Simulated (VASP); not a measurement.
# SiC (P6_3mc) in VASP: further runs

SiC is run at these levels: PBE; tasks: single point, relaxation of cell and atoms.

Program: VASP 6.6.1. These are calculated values, not measurements. Logs are shortened: lines on timing, memory, paths and dates and some standing lists are left out, and cuts for length are marked.

### 1 The cell of the first run

It takes space group P6_3mc (No. 186, hexagonal). The conventional cell has a = 3.087 Å, b = 3.087 Å, c = 5.066 Å, α = 90.00°, β = 90.00°, γ = 120.00°. Si (site symmetry 3m) has 4 C at 1.89 to 1.90 Å within 2.5 Å. C (site symmetry 3m) has 4 Si at 1.89 to 1.90 Å within 2.5 Å.

### 2 Single point, PBE

File INCAR:

```
SYSTEM = SiC
  PREC = Accurate
  ENCUT = 520
  EDIFF = 1E-7
  ISMEAR = 0
  SIGMA = 0.02
  LREAL = .FALSE.
  LASPH = .TRUE.
  NELM = 80
  ALGO = Normal
  ISIF = 2
  LWAVE = .FALSE.
  LCHARG = .FALSE.
  GGA = PE
  NBANDS = 16
```

File KPOINTS:

```
regular mesh
0
G
  12 12 6
  0 0 0
```

File POSCAR:

```
SiC
1.0
    3.0870430976      0.0000000000      0.0000000000
   -1.5435215488      2.6734577451      0.0000000000
    0.0000000000      0.0000000000      5.0664212911
Si C
2 2
Direct
    0.3333333333      0.6666666667      0.4995860237
    0.6666666667      0.3333333333      0.9995860237
    0.3333333333      0.6666666667      0.8754139763
    0.6666666667      0.3333333333      0.3754139763
```

Potentials or basis: VASP PAW PBE potentials, release 64 (Si, C).

On the command line:

```console
$ cat potpaw_PBE.64/Si/POTCAR potpaw_PBE.64/C/POTCAR > POTCAR
$ mpirun -np 1 vasp_std > vasp.out
```

OUTCAR:

```text
SYSTEM = SiC
   PREC = Accurate
   ENCUT = 520
   EDIFF = 1E-7
   ISMEAR = 0
   LREAL = .FALSE.
   LASPH = .TRUE.
   NELM = 80
   ISIF = 2
   GGA = PE

 ion  position               nearest neighbor table
   1  0.333  0.667  0.500-   4 1.89   4 1.89   4 1.89   3 1.90   2 3.10   2 3.10   2 3.10   2 3.10
                             2 3.10   2 3.10
   2  0.667  0.333  1.000-   3 1.89   3 1.89   3 1.89   4 1.90   1 3.10   1 3.10   1 3.10   1 3.10
                             1 3.10   1 3.10
   3  0.333  0.667  0.875-   2 1.89   2 1.89   2 1.89   1 1.90
   4  0.667  0.333  0.375-   1 1.89   1 1.89   1 1.89   2 1.90

  LATTYP: Found a hexagonal cell.
 ALAT       =     3.0870430976
 C/A-ratio  =     1.6411890378

  Lattice vectors:

 A1 = (   3.0870430976,   0.0000000000,   0.0000000000)
 A2 = (  -1.5435215488,   2.6734577451,   0.0000000000)
 A3 = (   0.0000000000,   0.0000000000,   5.0664212911)

Analysis of symmetry for initial positions (statically):
=====================================================================
 Subroutine PRICEL returns:
 Original cell was already a primitive cell.

 Routine SETGRP: Setting up the symmetry group for a
 hexagonal supercell.

 Subroutine GETGRP returns: Found 12 space group operations
 (whereof  6 operations were pure point group operations)
 out of a pool of 24 trial point group operations.

The static configuration has the point symmetry C_3v.
 The point group associated with its full space group is C_6v.

Analysis of symmetry for dynamics (positions and initial velocities):
=====================================================================
 Subroutine PRICEL returns:
 Original cell was already a primitive cell.

 Routine SETGRP: Setting up the symmetry group for a
 hexagonal supercell.

 Subroutine GETGRP returns: Found 12 space group operations
 (whereof  6 operations were pure point group operations)
 out of a pool of 24 trial point group operations.

The dynamic configuration has the point symmetry C_3v.
 The point group associated with its full space group is C_6v.

 Subroutine INISYM returns: Found 12 space group operations
 (whereof  6 operations are pure point group operations),
 and found     1 'primitive' translations

----------------------------------------------------------------------------------------

                                     Primitive cell

  volume of cell :      41.8136

  direct lattice vectors                    reciprocal lattice vectors
     3.087043098  0.000000000  0.000000000     0.323934577  0.187023715  0.000000000
    -1.543521549  2.673457745  0.000000000     0.000000000  0.374047430  0.000000000
     0.000000000  0.000000000  5.066421291     0.000000000  0.000000000  0.197377980
[... 90 lines left out ...]
   EDIFFG = 0.1E-05   stopping-criterion for IOM
   NSW    =      0    number of steps for IOM
   IBRION =     -1    ionic relax: 0-MD 1-quasi-New 2-CG
   NFREE  =      0    steps in history (QN), initial steepest desc. (CG)
   ISIF   =      2    stress and relaxation
   ISYM   =      2    0-nonsym 1-usesym 2-fastsym
   POTIM  = 0.5000    time-step for ionic-motion
   TEBEG  =    0.0;   TEEND  =   0.0 temperature during run
   PSTRESS=    0.0 pullay stress
   NELECT =      16.0000    total number of electrons
   NUPDOWN=      -1.0000    fix difference up-down
   EMIN   =  10.00;   EMAX   =-10.00  energy-range for DOS
   EFERMI =   0.00;   METHOD = LEGACY
   ISMEAR =     0;   SIGMA  =   0.02  broadening in eV -4-tet -1-fermi 0-gaus
   EFERMI_NEDOS =   21; number of points for ismear=-14 and -15
   IALGO  =     38    algorithm
   IMIX   =      4    mixing-type and parameters
     AMIX     =   0.40;   BMIX     =  1.00
     AMIX_MAG =   1.60;   BMIX_MAG =  1.00
  volume/ion in A,a.u.               =      10.45        70.54
  Fermi-wavevector in a.u.,A,eV,Ry     =   1.188527  2.245990 19.219541  1.412596
  Thomas-Fermi vector in A             =   2.324655
   LORBIT       =      0    0 simple, 1 ext, 2 COOP (PROOUT), +10 PAW based schemes
   GGA     = PE    functional components
   LHFCALC =     F    Hartree Fock is set to
   AEXX    =    0.0000 exact exchange contribution
   IVDW    =     0    specifies the selected vdW correction
   LEPSILON=     F    determine dielectric tensor
   LRPA    =     F    only Hartree local field effects (RPA)
 non-spin polarized calculation
 Gauss-broadening in eV      SIGMA  =   0.02
  energy-cutoff  :      520.00
  volume of cell :       41.81
 maximum number of plane-waves:      1146
 NGX is ok and might be reduce to    24
   NGX = 11   NGY = 11   NGZ = 19

 number of electron      16.0000000 magnetization

 Free energy of the ion-electron system (eV)
  ---------------------------------------------------
  ext. energy  EPLUGINS =         0.00000000
  ---------------------------------------------------
  free energy    TOTEN  =       -30.10963866 eV

  energy without entropy =      -30.10963866  energy(sigma->0) =      -30.10963866

 E-fermi :   8.2171     XC(G=0): -11.3031

 val. band max:        8.1372016662   @ k =   0.0000   0.0000   0.0000
 cond. band min:      10.4318655015   @ k =   0.3333   0.3333   0.0000
 fundamental gap:      2.2946638352
 Fermi energy:         8.2170756772

 k-point     1 :       0.0000    0.0000    0.0000
  band No.  band energies     occupation
      1      -7.3457      2.00000
      2      -3.8195      2.00000
      3      -0.4983      2.00000
      4       6.8257      2.00000
      5       6.8257      2.00000
      6       8.0264      2.00000
[... 433 lines left out ...]
      3       0.8410      2.00000
      4       2.5419      2.00000
      5       3.3757      2.00000
      6       5.3075      2.00000
[... 8 lines left out ...]
     15      19.3404      0.00000
     16      20.1042      0.00000

 [... further k-points ...]
[... 5 lines left out ...]
  --------------------------------------------------------------------------------------
  -------------------------------------------------------------------------------------
  Total        0.2550791      0.2550791      0.2485933      0.0000000      0.0000000      0.0000000
  in kB        9.7739056      9.7739056      9.5253888      0.0000000      0.0000000      0.0000000
  external PRESSURE =       9.6910667 kB  Pullay stress =       0.0000000 kB

 VOLUME and BASIS-vectors are now :
 -----------------------------------------------------------------------------
  energy-cutoff  :      520.00
  volume of cell :       41.81
      direct lattice vectors                 reciprocal lattice vectors
     3.087043098  0.000000000  0.000000000     0.323934577  0.187023715  0.000000000
    -1.543521549  2.673457745  0.000000000     0.000000000  0.374047430  0.000000000
     0.000000000  0.000000000  5.066421291     0.000000000  0.000000000  0.197377980

 POSITION                                       TOTAL-FORCE (eV/Angst)
 -----------------------------------------------------------------------------------
     -0.00000      1.78231      2.53111         0.000000     -0.000000      0.000444
      1.54352      0.89115      5.06432        -0.000000      0.000000      0.000444
     -0.00000      1.78231      4.43522        -0.000000      0.000000     -0.000444
      1.54352      0.89115      1.90201         0.000000      0.000000     -0.000444
 -----------------------------------------------------------------------------------
    total drift:                               -0.000000     -0.000000     -0.000086

  FREE ENERGIE OF THE ION-ELECTRON SYSTEM (eV)
  ---------------------------------------------------
  free  energy   TOTEN  =       -30.1096386606 eV

  energy  without entropy=      -30.1096386606  energy(sigma->0) =      -30.10963866
```

stdout:

```text
POSCAR found type information on POSCAR SiC
 POSCAR found :  2 types and       4 ions
 scaLAPACK will be used
 LDA part: xc-table for (Slater+PW92), standard interpolation
 POSCAR, INCAR and KPOINTS ok, starting setup
 FFT: planning ... GRIDC
 FFT: planning ... GRID_SOFT
 FFT: planning ... GRID
 WAVECAR not read
 entering main loop
```

It took 19 s on 1 thread of Intel Xeon 6975P-C (Granite Rapids), shared host; peak memory 0.17 GiB.

Results:

```
Free energy            : -30.1096 eV
Pressure               : 1.0 GPa
Band gap on the k mesh : 2.29 eV, indirect (least direct gap 3.95 eV)
```

### 3 Relaxation of cell and atoms, PBE, target pressure 90 GPa, at which the enthalpy is minimised

This run uses another cell than the first one, of 8.19 Å³/atom, 0.783 times its volume.

File INCAR:

```
SYSTEM = SiC
ALGO = Normal
EDIFF = 1E-6
EDIFFG = -0.008
ENCUT = 600
GGA = PE
IBRION = 2
ISIF = 3
ISMEAR = 0
LASPH = .True.
LCHARG = .False.
LREAL = .False.
LWAVE = .False.
NELM = 60
NSW = 70
PREC = Accurate
PSTRESS = 900.0
SIGMA = 0.02
```

File KPOINTS:

```
k-points
0
Gamma
  12 12 6
  0 0 0
```

File POSCAR:

```
SiC
1.0
    2.8473450090      0.0000000000      0.0000000000
   -1.4236725045      2.4658731112      0.0000000000
    0.0000000000      0.0000000000      4.6642302493
Si C
2 2
Direct
    0.3333333333      0.6666666667      0.4995288525
    0.6666666667      0.3333333333      0.9995288525
    0.3333333333      0.6666666667      0.8754711475
    0.6666666667      0.3333333333      0.3754711475
```

Potentials or basis: VASP PAW PBE potentials, release 64 (Si, C).

On the command line:

```console
$ cat potpaw_PBE.64/Si/POTCAR potpaw_PBE.64/C/POTCAR > POTCAR
$ mpirun -np 1 vasp_std > vasp.out
```

Wall time 35 s (1 thread of Intel Xeon 6975P-C (Granite Rapids), shared host); peak memory 0.17 GiB.

Results (log left out):

```yaml
Free_energy: -27.9196 eV
Relaxed_volume: 8.11 Å³/atom
Relaxed_cell: a = 2.840 Å, b = 2.840 Å, c = 4.645 Å, α = 90.00°, β = 90.00°, γ = 120.00°
Space_group_after_relaxing_to_0.05_Å: P6_3mc (No. 186)
Energy_change_on_relaxing_the_enthalpy_is_what_falls: +42.9 meV/atom
Ionic_steps: 5
Pressure_after_relaxing: 90.1 GPa
Band_gap_on_the_k_mesh: 1.82 eV, indirect (least direct gap 4.44 eV)
```

Forces on the atoms (eV/Å):
```
Si   0.000  0.000  0.003
Si   0.000  0.000  0.003
C    0.000  0.000 -0.003
C    0.000  0.000 -0.003
```

Stress tensor (GPa, compression positive):
```
90.13  0.00  0.00
 0.00 90.13  0.00
 0.00  0.00 89.95
```

The path:
```
step  energy change (eV)  largest force (eV/Å)  pressure (GPa)  volume (Å³)
   1              0.0000                0.0066           85.19        32.75
   2              0.6788                0.0924          104.14        31.60
   3              0.1680                0.0172           89.98        32.44
   4              0.1715                0.0177           90.06        32.43
   5              0.1716                0.0027           90.07        32.43
```

Final structure:
```yaml
crystal:
  lattice:
    - [2.83959, 0.00000, 0.00000]
    - [-1.41980, 2.45916, 0.00000]
    - [0.00000, 0.00000, 4.64476]
  atoms:
    - { symbol: Si, position: [0.33333, 0.66667, 0.49939] }
    - { symbol: Si, position: [0.66667, 0.33333, 0.99939] }
    - { symbol: C, position: [0.33333, 0.66667, 0.87561] }
    - { symbol: C, position: [0.66667, 0.33333, 0.37561] }
```

Levels at points of the mesh, in eV from the valence-band top:
```tsv
k point	band 4	band 5	band 6	band 7	band 8	band 9	band 10	band 11	band 12
(0.00, 0.00, 0.00)	-1.42	-1.42	-0.07	0.00	0.00	6.97	8.25	8.25	8.79
(0.50, 0.00, 0.00)	-6.91	-6.27	-3.99	-3.81	-1.23	3.21	4.49	8.15	8.77
(0.00, 0.00, 0.50)	-4.89	-0.76	-0.76	-0.76	-0.76	8.05	8.05	8.77	8.77
(0.50, 0.00, 0.50)	-9.49	-2.76	-2.76	-2.53	-2.53	3.78	3.78	6.46	6.46
```

Caveat: the cell is relaxed towards a set pressure, so the enthalpy falls and the energy may rise.

### 4 Single point, PBE (strain along c alone, the other axes held: -6.0 %, then relaxed in part)

File INCAR:

```
PREC = Accurate
ENCUT = 520
EDIFF = 1E-6
ISMEAR = 0
SIGMA = 0.02
LREAL = F
LASPH = T
NELM = 80
ALGO = Normal
ISIF = 2
LWAVE = F
LCHARG = F
GGA = PE
NBANDS = 16
```

File KPOINTS:

```
regular mesh
0
Gamma
  12 12 6
```

File POSCAR:

```
SiC
1.0
    3.0919365178      0.0000000000      0.0000000000
   -1.5459682589      2.6776955713      0.0000000000
    0.0000000000      0.0000000000      4.7698347516
Si C
2 2
Direct
    0.3333333333      0.6666666667      0.4949581194
    0.6666666667      0.3333333333      0.9949581194
    0.3333333333      0.6666666667      0.8800418806
    0.6666666667      0.3333333333      0.3800418806
```

On the command line:

```console
$ cat potpaw_PBE.64/Si/POTCAR potpaw_PBE.64/C/POTCAR > POTCAR
$ mpirun -np 1 vasp_std > vasp.out
```

Run time: 97 s. Hardware: 1 thread of AMD EPYC 7R13, shared host; peak memory 0.14 GiB.

Results (log left out):

| Quantity | Value |
| --- | --- |
| Free energy | -29.8407 eV |
| Pressure | 14.6 GPa |
| Band gap on the k mesh | 1.97 eV, indirect (least direct gap 3.54 eV) |

Stress tensor (GPa, compression positive):
```
 4.40  0.00  0.00
 0.00  4.40  0.00
 0.00  0.00 35.10
```

Levels at points of the mesh, in eV from the valence-band top:
| k point | band 5 | band 6 | band 7 | band 8 | band 9 | band 10 | band 11 | band 12 |
| --- | --- | --- | --- | --- | --- | --- | --- | --- |
| (0.00, 0.00, 0.00) | -2.17 | -0.53 | -0.53 | 0.00 | 3.80 | 6.05 | 6.05 | 6.65 |
| (0.50, 0.00, 0.00) | -5.91 | -4.17 | -3.69 | -1.57 | 1.97 | 4.42 | 6.79 | 6.87 |
| (0.00, 0.00, 0.50) | -1.43 | -1.43 | -1.43 | -1.43 | 5.18 | 5.18 | 6.74 | 6.74 |
| (0.50, 0.00, 0.50) | -3.13 | -3.13 | -2.34 | -2.34 | 3.13 | 3.13 | 5.36 | 5.36 |

Caveat: the cell differs from its parent crystal (strain along c alone, the other axes held: -6.0 %, then relaxed in part). A k mesh can miss the band edges.

### 5 Single point, PBE

This run uses another cell than the first one, of 9.87 Å³/atom, 0.944 times its volume.

File INCAR:

```
SYSTEM = SiC
PREC = Accurate ; ENCUT = 520
EDIFF = 1E-6 ; ISMEAR = 0
SIGMA = 0.02 ; LREAL = .FALSE.
LASPH = .TRUE. ; NELM = 60
ALGO = Normal ; ISIF = 2
LWAVE = .FALSE. ; LCHARG = .TRUE.
GGA = PE ; LELF = .TRUE.
LVHAR = .TRUE. ; NBANDS = 16
```

File KPOINTS:

```
regular mesh
0
G
  12 12 6
  0 0 0
```

POSCAR is that of step 4.

On the command line:

```console
$ cat potpaw_PBE.64/Si/POTCAR potpaw_PBE.64/C/POTCAR > POTCAR
$ mpirun -np 1 vasp_std > vasp.out
```

Wall time 1.9 min (1 thread of AMD EPYC 7R13, shared host); peak memory 0.14 GiB.

The run converged. Its results:

```
Free energy            : -29.8407 eV
Pressure               : 14.6 GPa
Band gap on the k mesh : 1.97 eV, indirect (least direct gap 3.54 eV)
```

Stress tensor (GPa, compression positive):
```
 4.40  0.00  0.00
 0.00  4.40  0.00
 0.00  0.00 35.10
```

Levels at points of the mesh, in eV from the valence-band top:
```csv
k point,band 6,band 7,band 8,band 9,band 10,band 11
"(0.00, 0.00, 0.00)",-0.53,-0.53,0.00,3.80,6.05,6.05
"(0.50, 0.00, 0.00)",-4.17,-3.69,-1.57,1.97,4.42,6.79
"(0.00, 0.00, 0.50)",-1.43,-1.43,-1.43,5.18,5.18,6.74
"(0.50, 0.00, 0.50)",-3.13,-2.34,-2.34,3.13,3.13,5.36
```

A k mesh can miss the band edges. As with any semilocal functional, this PBE gap is likely too small.

### 6 The runs side by side

```tsv
task	cell	cutoff (eV)	gap on the mesh (eV)	pressure (GPa)
single point	a = 3.087, b = 3.087, c = 5.066 Å, angles 90.0, 90.0, 120.0°, 4 atoms	520	2.29	1.0
relaxation of cell and atoms	relaxed to 90 GPa from a = 2.847, b = 2.847, c = 4.664 Å, angles 90.0, 90.0, 120.0°, 4 atoms	600	1.82	90.1
single point	a = 3.092, b = 3.092, c = 4.770 Å, angles 90.0, 90.0, 120.0°, 4 atoms	520	1.97	14.6
```

Alike in all rows: level PBE; potentials or basis VASP PAW PBE potentials, release 64 (Si, C); no spin polarisation; k mesh 12 × 12 × 6; smearing gaussian 0.02 eV.

Caveats: the cell is relaxed towards a set pressure, so the enthalpy falls and the energy may rise (some runs).

Total energies depend on the potentials used, so only differences within one code and one set of settings carry meaning.
